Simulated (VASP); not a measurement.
# C (R3m) in VASP: single point with PBE

Aim: the single point of C with PBE.

The COD entry that gives the cell may itself be a prediction, so a difference from it is no test against experiment.

Everything below comes from runs of VASP 6.6.1. Logs are shortened: lines on timing, memory, paths and dates and some standing lists are left out, and cuts for length are marked.

### Step 1. The cell of the first run

The structure is trigonal, space group R3m (No. 160). The conventional cell has a = 2.518 Å, b = 2.518 Å, c = 49.828 Å, α = 90.00°, β = 90.00°, γ = 120.00°. Within 2.1 Å of C (site symmetry 3m) lie 4 C at 1.54 Å. C (site symmetry 3m) has 4 C at 1.54 Å within 2.1 Å. Within 2.1 Å of C (site symmetry 3m) lie 5 C at 1.54 to 2.09 Å. C (site symmetry 3m) has 4 C at 1.54 Å within 2.1 Å. Within 2.1 Å of C (site symmetry 3m) lie 4 C at 1.54 Å. C (site symmetry 3m) has 4 C at 1.54 Å within 2.1 Å. Within 2.1 Å of C (site symmetry 3m) lie 4 C at 1.54 Å. C (site symmetry 3m) has 4 C at 1.54 Å within 2.1 Å.

### Step 2. Single point, PBE

Contents of INCAR:

```
PREC = Accurate
ENCUT = 520
EDIFF = 1E-6
ISMEAR = 0
SIGMA = 0.05
LREAL = Auto
LASPH = True
NELM = 100
ALGO = Normal
ISIF = 2
LWAVE = False
LCHARG = False
GGA = PE
NBANDS = 46
```

Contents of KPOINTS:

```
Automatic mesh
0
Gamma
  10 10 2
```

Contents of POSCAR:

```
C
1.0
   -2.5180184914      0.0000000000      0.0000000000
   -1.2590092457     -2.1806679808      0.0000000000
   -1.2588833448     -0.7268166380     16.6091763648
C
16
Direct
   -0.2238056446     -0.2238056446      0.6714840821
   -0.0571556446     -0.0571556446      0.1714840821
   -0.3071306446      0.6928693554      0.9214840821
   -0.1404806446      0.8595193554      0.4214840821
   -0.2761443554     -0.2761443554      0.8285159179
   -0.1094943554     -0.1094943554      0.3285159179
   -0.0261693554      0.9738306446      0.0785159179
   -0.1928193554      0.8071806446      0.5785159179
    0.0991019984      0.0991019984      0.7027642813
    0.2657519984      0.2657519984      0.2027642813
    0.3491103317      0.3491103317      0.9527642813
    0.5157603317      0.5157603317      0.4527642813
    0.0676146683      0.0676146683      0.7972357187
    0.2342646683      0.2342646683      0.2972357187
    0.6509230016      0.6509230016      0.0472357187
    0.4842730016      0.4842730016      0.5472357187
```

Potentials or basis: VASP PAW PBE potentials, release 64 (C).

Started as:

```sh
$ cat potpaw_PBE.64/C/POTCAR > POTCAR
$ mpirun -np 1 vasp_std > vasp.out
```

OUTCAR:

```text
PREC = Accurate
   ENCUT = 520
   EDIFF = 1E-6
   ISMEAR = 0
   LREAL = Auto
   LASPH = True
   NELM = 100
   ISIF = 2
   GGA = PE

 ion  position               nearest neighbor table
   1  0.776  0.776  0.671-   9 1.54   9 1.54   9 1.54   8 1.54
   2  0.943  0.943  0.171-  10 1.54  10 1.54  10 1.54   7 1.54
   3  0.693  0.693  0.921-  11 1.54  11 1.54  11 1.54   5 1.54
   4  0.860  0.860  0.421-  12 1.54  12 1.54  12 1.54   6 1.54
   5  0.724  0.724  0.829-  13 1.54  13 1.54  13 1.54   3 1.54
   6  0.891  0.891  0.329-  14 1.54  14 1.54  14 1.54   4 1.54
   7  0.974  0.974  0.079-  15 1.54  15 1.54  15 1.54   2 1.54
   8  0.807  0.807  0.579-  16 1.54  16 1.54  16 1.54   1 1.54
   9  0.099  0.099  0.703-   1 1.54   1 1.54   1 1.54  13 1.57
  10  0.266  0.266  0.203-   2 1.54   2 1.54   2 1.54  14 1.57
  11  0.349  0.349  0.953-   3 1.54   3 1.54   3 1.54
  12  0.516  0.516  0.453-   4 1.54   4 1.54   4 1.54  16 1.57
  13  0.068  0.068  0.797-   5 1.54   5 1.54   5 1.54   9 1.57
  14  0.234  0.234  0.297-   6 1.54   6 1.54   6 1.54  10 1.57
  15  0.651  0.651  0.047-   7 1.54   7 1.54   7 1.54
  16  0.484  0.484  0.547-   8 1.54   8 1.54   8 1.54  12 1.57

  LATTYP: Found a trigonal (rhomboedric) cell.
 ALAT       =    16.6726659301
 COS(alpha) =     0.9885954739

  Lattice vectors:

 A1 = (  -1.2588833448,  -0.7268166380,  16.6091763648)
 A2 = (   1.2591351466,  -0.7268166380,  16.6091763648)
 A3 = (   0.0001259009,   1.4538513428,  16.6091763648)

Analysis of symmetry for initial positions (statically):
=====================================================================
 Subroutine PRICEL returns:
 Original cell was already a primitive cell.

 Routine SETGRP: Setting up the symmetry group for a
 trigonal (rhombohedral) supercell.

 Subroutine GETGRP returns: Found  2 space group operations
 (whereof  2 operations were pure point group operations)
 out of a pool of 12 trial point group operations.

The static configuration has the point symmetry C_1h.

Analysis of symmetry for dynamics (positions and initial velocities):
=====================================================================
 Subroutine PRICEL returns:
 Original cell was already a primitive cell.

 Routine SETGRP: Setting up the symmetry group for a
 trigonal (rhombohedral) supercell.

 Subroutine GETGRP returns: Found  2 space group operations
 (whereof  2 operations were pure point group operations)
 out of a pool of 12 trial point group operations.

The dynamic configuration has the point symmetry C_1h.

 Subroutine INISYM returns: Found  2 space group operations
[... 154 lines left out ...]
   ISYM   =      2    0-nonsym 1-usesym 2-fastsym
   POTIM  = 0.5000    time-step for ionic-motion
   TEBEG  =    0.0;   TEEND  =   0.0 temperature during run
   PSTRESS=    0.0 pullay stress
   NELECT =      64.0000    total number of electrons
   NUPDOWN=      -1.0000    fix difference up-down
   EMIN   =  10.00;   EMAX   =-10.00  energy-range for DOS
   EFERMI =   0.00;   METHOD = LEGACY
   ISMEAR =     0;   SIGMA  =   0.05  broadening in eV -4-tet -1-fermi 0-gaus
   EFERMI_NEDOS =   21; number of points for ismear=-14 and -15
   IALGO  =     38    algorithm
   IMIX   =      4    mixing-type and parameters
     AMIX     =   0.40;   BMIX     =  1.00
     AMIX_MAG =   1.60;   BMIX_MAG =  1.00
  volume/ion in A,a.u.               =       5.70        38.47
  Fermi-wavevector in a.u.,A,eV,Ry     =   1.454798  2.749169 28.795869  2.116437
  Thomas-Fermi vector in A             =   2.571907
   LORBIT       =      0    0 simple, 1 ext, 2 COOP (PROOUT), +10 PAW based schemes
   GGA     = PE    functional components
   LHFCALC =     F    Hartree Fock is set to
   AEXX    =    0.0000 exact exchange contribution
   IVDW    =     0    specifies the selected vdW correction
   LEPSILON=     F    determine dielectric tensor
   LRPA    =     F    only Hartree local field effects (RPA)
 non-spin polarized calculation
 Gauss-broadening in eV      SIGMA  =   0.05
  energy-cutoff  :      520.00
  volume of cell :       91.20
 maximum number of plane-waves:      2486
   NGX =  9   NGY =  9   NGZ = 61

 number of electron      63.9999998 magnetization

 Free energy of the ion-electron system (eV)
  ---------------------------------------------------
  ext. energy  EPLUGINS =         0.00000000
  ---------------------------------------------------
  free energy    TOTEN  =      -140.71744983 eV

  energy without entropy =     -140.71506636  energy(sigma->0) =     -140.71625809

 E-fermi :   9.9891     XC(G=0): -13.2597

 val. band max:        9.7810170403   @ k =   0.1000   0.1000   0.5000
 cond. band min:       9.9935317747   @ k =  -0.3000   0.3000   0.0000
 fundamental gap:      0.2125147344
 Fermi energy:         9.9891005259

 k-point     1 :       0.0000    0.0000    0.0000
  band No.  band energies     occupation
      1     -11.8061      2.00000
      2     -11.3758      2.00000
      3     -11.2517      2.00000
      4     -10.1223      2.00000
      5      -9.9904      2.00000
      6      -8.0727      2.00000
[... 1117 lines left out ...]
     43      18.2124      0.00000
     44      18.7516      0.00000

 [... further k-points ...]

 [bands above 44 left out]

------------------------ aborting loop because EDIFF is reached ----------------------------------------

  FORCE on cell =-STRESS in cart. coord.  units (eV):
  Direction    XX          YY          ZZ          XY          YZ          ZX
  --------------------------------------------------------------------------------------
  -------------------------------------------------------------------------------------
  Total       -1.7005458     -1.7033680      9.4495466      0.0024441      0.0079047      0.0136913
  in kB      -29.8746177    -29.9241977    166.0064621      0.0429375      0.1388667      0.2405241
  external PRESSURE =      35.4025489 kB  Pullay stress =       0.0000000 kB

 VOLUME and BASIS-vectors are now :
 -----------------------------------------------------------------------------
  energy-cutoff  :      520.00
  volume of cell :       91.20
      direct lattice vectors                 reciprocal lattice vectors
    -2.518018491  0.000000000  0.000000000    -0.397137671  0.229287541 -0.020067220
    -1.259009246 -2.180667981  0.000000000     0.000000000 -0.458575083 -0.020067220
    -1.258883345 -0.726816638 16.609176365     0.000000000  0.000000000  0.060207681

 POSITION                                       TOTAL-FORCE (eV/Angst)
 -----------------------------------------------------------------------------------
     -3.77703     -2.18067     11.15280        -0.000564     -0.000326      0.072451
     -3.77703     -2.18067      2.84821        -0.001156     -0.000668      0.436468
     -3.77703     -2.18067     15.30509         0.006766      0.003907     -0.447700
     -3.77703     -2.18067      7.00050         0.000399      0.000230      0.044339
     -3.77703     -2.18067     13.76097         0.004056      0.002341     -0.667299
     -3.77703     -2.18067      5.45638        -0.002056     -0.001187     -0.041605
[... 8 lines left out ...]
     -2.51802     -1.45378      0.78455        -0.005252     -0.003032      4.189662
     -2.51802     -1.45378      9.08913        -0.001483     -0.000856      0.042873
 -----------------------------------------------------------------------------------
    total drift:                               -0.004294     -0.002479     -0.004759

  FREE ENERGIE OF THE ION-ELECTRON SYSTEM (eV)
  ---------------------------------------------------
  free  energy   TOTEN  =      -140.7174498293 eV

  energy  without entropy=     -140.7150663557  energy(sigma->0) =     -140.71625809
```

OSZICAR:

```text
N       E                     dE             d eps       ncg     rms          rms(c)
DAV:   1     0.178887123075E+03    0.17889E+03   -0.34073E+04  5704   0.136E+03
DAV:   2    -0.131780004672E+03   -0.31067E+03   -0.29508E+03  7246   0.264E+02
DAV:   3    -0.145409603563E+03   -0.13630E+02   -0.13489E+02  7432   0.511E+01
DAV:   4    -0.145639903869E+03   -0.23030E+00   -0.22952E+00  7488   0.660E+00
DAV:   5    -0.145644970374E+03   -0.50665E-02   -0.50616E-02  7288   0.907E-01    0.155E+01
DAV:   6    -0.141905538923E+03    0.37394E+01   -0.26391E+00  6816   0.776E+00    0.912E+00
DAV:   7    -0.140717733583E+03    0.11878E+01   -0.30966E+00  6600   0.774E+00    0.225E+00
DAV:   8    -0.140717022391E+03    0.71119E-03   -0.82527E-02  7712   0.211E+00    0.114E+00
DAV:   9    -0.140717921578E+03   -0.89919E-03   -0.36513E-02  7458   0.116E+00    0.207E-01
DAV:  10    -0.140717716452E+03    0.20513E-03   -0.11793E-02  7800   0.898E-01    0.157E-01
DAV:  11    -0.140717395533E+03    0.32092E-03   -0.15096E-03  7688   0.377E-01    0.665E-02
DAV:  12    -0.140717446652E+03   -0.51119E-04   -0.42427E-04  7120   0.116E-01    0.338E-02
DAV:  13    -0.140717453763E+03   -0.71112E-05   -0.11328E-04  7376   0.826E-02    0.179E-02
DAV:  14    -0.140717449509E+03    0.42539E-05   -0.41671E-05  7560   0.466E-02    0.803E-03
DAV:  15    -0.140717449829E+03   -0.32017E-06   -0.74770E-06  6912   0.128E-02
   1 F= -.14071745E+03 E0= -.14071626E+03  d E =-.238347E-02
```

Wall time 3.2 min (1 thread of Intel Xeon 6975P-C (Granite Rapids), shared host); peak memory 0.3 GiB.

What came out:

```yaml
Free_energy: -140.7174 eV
Pressure: 3.5 GPa
Largest_force: 4.190 eV/Å
Band_gap_on_the_k_mesh: zero (band 32 reaches 10.12 eV, above the bottom of band 33 at 9.99 eV)
```

Forces in eV/Å, atoms in the order of the input:
```
C   -0.001  0.000  0.072
C   -0.001 -0.001  0.436
C    0.007  0.004 -0.448
C    0.000  0.000  0.044
C    0.004  0.002 -0.667
C   -0.002 -0.001 -0.042
C    0.000  0.000 -0.428
C   -0.006 -0.004 -0.050
C   -0.004 -0.002 -0.116
C    0.002  0.001 -0.025
C    0.006  0.003 -3.180
C    0.002  0.001 -0.039
C   -0.001  0.000  0.142
C    0.000  0.000  0.066
C   -0.005 -0.003  4.190
C   -0.001 -0.001  0.043
```

Caveat: forces of over 1 eV/Å act on the atoms, so gaps and moduli don't describe the material at rest.
